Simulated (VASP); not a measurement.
# Ti (P-3m1) in VASP: single point with LDA

Aim: the single point of Ti with LDA.

Program: VASP 6.6.1. These are calculated values, not measurements. Logs are shortened: lines on timing, memory, paths and dates and some standing lists are left out, and cuts for length are marked.

## (1) The cell of the first run

Symmetry: P-3m1, No. 164, trigonal system. The conventional cell has a = 4.451 Å, b = 4.451 Å, c = 2.770 Å, α = 90.00°, β = 90.00°, γ = 120.00°. Within 3.7 Å of Ti (site symmetry -3m) lie 14 Ti at 2.77 to 3.03 Å. Within 3.5 Å of Ti (site symmetry 3m) lie 14 Ti at 2.61 to 3.48 Å.

## (2) Single point, LDA (atoms displaced along a vibrational mode)

INCAR reads:

```
ALGO = Fast
EDIFF = 1E-6
ENCUT = 520
ISIF = 2
ISMEAR = 0
LASPH = True
LCHARG = False
LREAL = False
LWAVE = False
NBANDS = 25
NELM = 100
PREC = Accurate
SIGMA = 0.15
```

KPOINTS reads:

```
k-points
0
Gamma
  12 12 14
```

POSCAR reads:

```
Ti
1.0
    4.4510581778      0.0000000000      0.0000000000
   -2.2255290889      3.8547294557      0.0000000000
    0.0000000000      0.0000000000      2.7704392760
Ti
3
Direct
    0.0000000000      0.0000000000      0.0000000000
    0.3333333333      0.6666666667      0.4227559319
    0.6666666667      0.3333333333      0.5772440681
```

Potentials or basis: VASP PAW LDA potentials, release 64 (Ti_sv).

The run is started by

```console
$ cat potpaw_LDA.64/Ti_sv/POTCAR > POTCAR
$ mpirun -np 1 vasp_std > vasp.out
```

OUTCAR:

```text
EDIFF = 1E-6
   ENCUT = 520
   ISIF = 2
   ISMEAR = 0
   LASPH = True
   LREAL = False
   NELM = 100
   PREC = Accurate

 ion  position               nearest neighbor table
   1  0.000  0.000  0.000-   2 2.82   3 2.82   3 2.82   2 2.82   3 2.82   2 2.82
   2  0.333  0.667  0.423-   3 2.61   3 2.61   3 2.61   1 2.82   1 2.82   1 2.82
   3  0.667  0.333  0.577-   2 2.61   2 2.61   2 2.61   1 2.82   1 2.82   1 2.82

  LATTYP: Found a hexagonal cell.
 ALAT       =     4.4510581778
 C/A-ratio  =     0.6224226162

  Lattice vectors:

 A1 = (   4.4510581778,   0.0000000000,   0.0000000000)
 A2 = (  -2.2255290889,   3.8547294557,   0.0000000000)
 A3 = (   0.0000000000,   0.0000000000,   2.7704392760)

Analysis of symmetry for initial positions (statically):
=====================================================================
 Subroutine PRICEL returns:
 Original cell was already a primitive cell.

 Routine SETGRP: Setting up the symmetry group for a
 hexagonal supercell.

 Subroutine GETGRP returns: Found 12 space group operations
 (whereof 12 operations were pure point group operations)
 out of a pool of 24 trial point group operations.

The static configuration has the point symmetry D_3d.

Analysis of symmetry for dynamics (positions and initial velocities):
=====================================================================
 Subroutine PRICEL returns:
 Original cell was already a primitive cell.

 Routine SETGRP: Setting up the symmetry group for a
 hexagonal supercell.

 Subroutine GETGRP returns: Found 12 space group operations
 (whereof 12 operations were pure point group operations)
 out of a pool of 24 trial point group operations.

The dynamic configuration has the point symmetry D_3d.

 Subroutine INISYM returns: Found 12 space group operations
 (whereof 12 operations are pure point group operations),
 and found     1 'primitive' translations

----------------------------------------------------------------------------------------

                                     Primitive cell

  volume of cell :      47.5342

  direct lattice vectors                    reciprocal lattice vectors
     4.451058178  0.000000000  0.000000000     0.224665677  0.129710789  0.000000000
    -2.225529089  3.854729456  0.000000000     0.000000000  0.259421578  0.000000000
     0.000000000  0.000000000  2.770439276     0.000000000  0.000000000  0.360953589

  length of vectors
     4.451058178  4.451058178  2.770439276     0.259421578  0.259421578  0.360953589

  position of ions in fractional coordinates (direct lattice)
     0.000000000  0.000000000  0.000000000
     0.333333333  0.666666667  0.422755932
     0.666666667  0.333333333  0.577244068

  ion indices of the primitive-cell ions
   primitive index   ion index
                 1           1
                 2           2
                 3           3

----------------------------------------------------------------------------------------

 KPOINTS: k-points

Automatic generation of k-mesh.
 Grid dimensions read from file:
 generate k-points for:   12   12   14

 Generating k-lattice:

  Cartesian coordinates                     Fractional coordinates (reciprocal lattice)
     0.018722140  0.010809232  0.000000000     0.083333333  0.000000000  0.000000000
     0.000000000  0.021618465  0.000000000     0.000000000  0.083333333  0.000000000
     0.000000000  0.000000000  0.025782399     0.000000000  0.000000000  0.071428571

  Length of vectors
     0.021618465  0.021618465  0.025782399

  Shift w.r.t. Gamma in fractional coordinates (k-lattice)
     0.000000000  0.000000000  0.000000000

 Subroutine IBZKPT returns following result:
 ===========================================

 Found    224 irreducible k-points:

 Following reciprocal coordinates:
            Coordinates               Weight
  0.000000  0.000000  0.000000      1.000000
  0.083333  0.000000  0.000000      6.000000
  0.166667  0.000000  0.000000      6.000000
  0.250000  0.000000  0.000000      6.000000
  0.333333  0.000000  0.000000      6.000000
  0.416667  0.000000  0.000000      6.000000
[... 16 lines left out ...]
  0.166667  0.000000  0.071429      6.000000
  0.000000  0.166667  0.071429      6.000000
 [... further k-points ...]
   k-points           NKPTS =    224   k-points in BZ     NKDIM =    224   number of bands    NBANDS=     25
   number of dos      NEDOS =    301   number of ions     NIONS =      3
   total plane-waves  NPLWV =  31104
   dimension x,y,z NGX =    36 NGY =   36 NGZ =   24
   dimension x,y,z NGXF=    72 NGYF=   72 NGZF=   48
   ions per type =               3
   NGX,Y,Z   is equivalent  to a cutoff of  13.45, 13.45, 14.40 a.u.
   NGXF,Y,Z  is equivalent  to a cutoff of  26.89, 26.89, 28.80 a.u.
 SYSTEM =  unknown system
   PREC   = accura    normal or accurate (medium, high low for compatibility)
   ISTART =      0    job   : 0-new  1-cont  2-samecut
   ICHARG =      2    charge: 1-file 2-atom 10-const
   ISPIN  =      1    spin polarized calculation?
   LNONCOLLINEAR =      F non collinear calculations
   LSORBIT =      F    spin-orbit coupling
   LASPH  =      T    aspherical Exc in radial PAW
   ENCUT  =  520.0 eV  38.22 Ry    6.18 a.u.   8.28  8.28  5.15*2*pi/ulx,y,z
   NELM   =    100;   NELMIN=  2; NELMDL= -5     # of ELM steps
   EDIFF  = 0.1E-05   stopping-criterion for ELM
   LREAL  =      F    real-space projection
   EDIFFG = 0.1E-04   stopping-criterion for IOM
   NSW    =      0    number of steps for IOM
   IBRION =     -1    ionic relax: 0-MD 1-quasi-New 2-CG
   NFREE  =      0    steps in history (QN), initial steepest desc. (CG)
   ISIF   =      2    stress and relaxation
   ISYM   =      2    0-nonsym 1-usesym 2-fastsym
   POTIM  = 0.5000    time-step for ionic-motion
   TEBEG  =    0.0;   TEEND  =   0.0 temperature during run
   PSTRESS=    0.0 pullay stress
   NELECT =      36.0000    total number of electrons
   NUPDOWN=      -1.0000    fix difference up-down
   EMIN   =  10.00;   EMAX   =-10.00  energy-range for DOS
   EFERMI =   0.00;   METHOD = LEGACY
   ISMEAR =     0;   SIGMA  =   0.15  broadening in eV -4-tet -1-fermi 0-gaus
   EFERMI_NEDOS =   21; number of points for ismear=-14 and -15
   IALGO  =     68    algorithm
   IMIX   =      4    mixing-type and parameters
     AMIX     =   0.40;   BMIX     =  1.00
     AMIX_MAG =   1.60;   BMIX_MAG =  1.00
  volume/ion in A,a.u.               =      15.84       106.93
  Fermi-wavevector in a.u.,A,eV,Ry     =   1.492246  2.819936 30.297424  2.226798
  Thomas-Fermi vector in A             =   2.604798
   LORBIT       =      0    0 simple, 1 ext, 2 COOP (PROOUT), +10 PAW based schemes
   GGA     = CA    functional components
   LHFCALC =     F    Hartree Fock is set to
   AEXX    =    0.0000 exact exchange contribution
   IVDW    =     0    specifies the selected vdW correction
   LEPSILON=     F    determine dielectric tensor
   LRPA    =     F    only Hartree local field effects (RPA)
 non-spin polarized calculation
 RMM-DIIS sequential band-by-band and
 Gauss-broadening in eV      SIGMA  =   0.15
  energy-cutoff  :      520.00
  volume of cell :       47.53
 maximum number of plane-waves:      1313
 NGX is ok and might be reduce to    36
   NGX = 17   NGY = 17   NGZ = 11

 number of electron      36.0000005 magnetization

 Free energy of the ion-electron system (eV)
  ---------------------------------------------------
  ext. energy  EPLUGINS =         0.00000000
  ---------------------------------------------------
  free energy    TOTEN  =       -25.57844100 eV

  energy without entropy =      -25.53222883  energy(sigma->0) =      -25.55533492

 E-fermi :   8.8923     XC(G=0): -12.2279

 val. band max:        8.8847706555   @ k =   0.2500   0.2500   0.3571
 cond. band min:       8.8927355522   @ k =   0.0833   0.0000   0.0714
 fundamental gap:      0.0079648967
 Fermi energy:         8.8922701309

 k-point     1 :       0.0000    0.0000    0.0000
  band No.  band energies     occupation
      1     -46.9638      2.00000
      2     -46.7469      2.00000
      3     -46.5750      2.00000
      4     -23.6962      2.00000
      5     -23.6962      2.00000
      6     -23.6816      2.00000
[... 17 lines left out ...]
     24      11.3343      0.00000
     25      11.3373      0.00000

 k-point     2 :       0.0833    0.0000    0.0000
  band No.  band energies     occupation
      1     -46.9607      2.00000
      2     -46.7467      2.00000
      3     -46.5785      2.00000
      4     -23.7673      2.00000
      5     -23.7584      2.00000
      6     -23.6078      2.00000
[... 17 lines left out ...]
     24      11.1553      0.00000
     25      11.5414      0.00000

 k-point     3 :       0.1667    0.0000    0.0000
  band No.  band energies     occupation
      1     -46.9520      2.00000
      2     -46.7458      2.00000
      3     -46.5885      2.00000
      4     -23.8381      2.00000
      5     -23.7980      2.00000
      6     -23.5293      2.00000
[... 17 lines left out ...]
     24      11.0662      0.00000
     25      11.7223      0.00000

 k-point     4 :       0.2500    0.0000    0.0000
  band No.  band energies     occupation
      1     -46.9400      2.00000
      2     -46.7431      2.00000
      3     -46.6039      2.00000
      4     -23.8978      2.00000
      5     -23.8018      2.00000
      6     -23.4579      2.00000
[... 17 lines left out ...]
     24      11.1159      0.00000
     25      11.9090      0.00000

 k-point     5 :       0.3333    0.0000    0.0000
  band No.  band energies     occupation
      1     -46.9278      2.00000
      2     -46.7375      2.00000
      3     -46.6224      2.00000
      4     -23.9430      2.00000
      5     -23.7685      2.00000
      6     -23.4249      2.00000
[... 17 lines left out ...]
     24      11.3268      0.00000
     25      12.0098      0.00000

 k-point     6 :       0.4167    0.0000    0.0000
  band No.  band energies     occupation
      1     -46.9188      2.00000
      2     -46.7300      2.00000
      3     -46.6394      2.00000
      4     -23.9712      2.00000
      5     -23.7034      2.00000
      6     -23.4849      2.00000
[... 17 lines left out ...]
     24      11.6761      0.00000
     25      11.7618      0.00000
[... 393 lines left out ...]
 k-point    21 :       0.0833    0.0000    0.0714
  band No.  band energies     occupation
      1     -46.9553      2.00000
      2     -46.7447      2.00000
      3     -46.5749      2.00000
      4     -23.7745      2.00000
      5     -23.7379      2.00000
      6     -23.6146      2.00000
[... 17 lines left out ...]
     24      11.1479      0.00000
     25      11.6087      0.00000

 k-point    22 :       0.0000    0.0833    0.0714
  band No.  band energies     occupation
      1     -46.9553      2.00000
      2     -46.7447      2.00000
      3     -46.5750      2.00000
      4     -23.7646      2.00000
      5     -23.7451      2.00000
      6     -23.6223      2.00000
[... 17 lines left out ...]
     24      11.2108      0.00000
     25      11.6090      0.00000

 k-point    23 :       0.1667    0.0000    0.0714
  band No.  band energies     occupation
      1     -46.9468      2.00000
      2     -46.7437      2.00000
      3     -46.5849      2.00000
      4     -23.8415      2.00000
      5     -23.7834      2.00000
      6     -23.5241      2.00000
[... 17 lines left out ...]
     24      10.9271      0.00000
     25      11.8370      0.00000

 k-point    24 :       0.0000    0.1667    0.0714
  band No.  band energies     occupation
      1     -46.9470      2.00000
      2     -46.7434      2.00000
      3     -46.5850      2.00000
      4     -23.8173      2.00000
      5     -23.7982      2.00000
      6     -23.5463      2.00000
[... 17 lines left out ...]
     24      11.1434      0.00000
     25      11.7401      0.00000

 [... further k-points ...]

------------------------ aborting loop because EDIFF is reached ----------------------------------------

  FORCE on cell =-STRESS in cart. coord.  units (eV):
  Direction    XX          YY          ZZ          XY          YZ          ZX
  --------------------------------------------------------------------------------------
  -------------------------------------------------------------------------------------
  Total       -0.2677840     -0.2677840      0.4825899      0.0000000      0.0000000      0.0000000
  in kB       -9.0258757     -9.0258757     16.2660850      0.0000000      0.0000000      0.0000000
  external PRESSURE =      -0.5952221 kB  Pullay stress =       0.0000000 kB

 VOLUME and BASIS-vectors are now :
 -----------------------------------------------------------------------------
  energy-cutoff  :      520.00
  volume of cell :       47.53
      direct lattice vectors                 reciprocal lattice vectors
     4.451058178  0.000000000  0.000000000     0.224665677  0.129710789  0.000000000
    -2.225529089  3.854729456  0.000000000     0.000000000  0.259421578  0.000000000
     0.000000000  0.000000000  2.770439276     0.000000000  0.000000000  0.360953589

 POSITION                                       TOTAL-FORCE (eV/Angst)
 -----------------------------------------------------------------------------------
      0.00000      0.00000      0.00000        -0.000000      0.000000      0.000000
     -0.00000      2.56982      1.17122         0.000000      0.000000      0.692770
      2.22553      1.28491      1.59922        -0.000000     -0.000000     -0.692770
 -----------------------------------------------------------------------------------
    total drift:                                0.000000      0.000000     -0.000000

  FREE ENERGIE OF THE ION-ELECTRON SYSTEM (eV)
  ---------------------------------------------------
  free  energy   TOTEN  =       -25.5784409971 eV

  energy  without entropy=      -25.5322288333  energy(sigma->0) =      -25.55533492
```

It took 8.8 min on 1 thread of AMD EPYC 9R45 (Zen 5), shared host; peak memory 0.28 GiB.

Results:

```yaml
Free_energy: -25.5784 eV
Pressure: -0.1 GPa
Largest_force: 0.693 eV/Å
Band_gap_on_the_k_mesh: zero (bands 18 and 19 overlap by 0.58 eV)
```

Forces in eV/Å, atoms in the order of the input:
```
Ti   0.000  0.000  0.000
Ti   0.000  0.000  0.693
Ti   0.000  0.000 -0.693
```

Caveat: the cell differs from its parent crystal (atoms displaced along a vibrational mode).
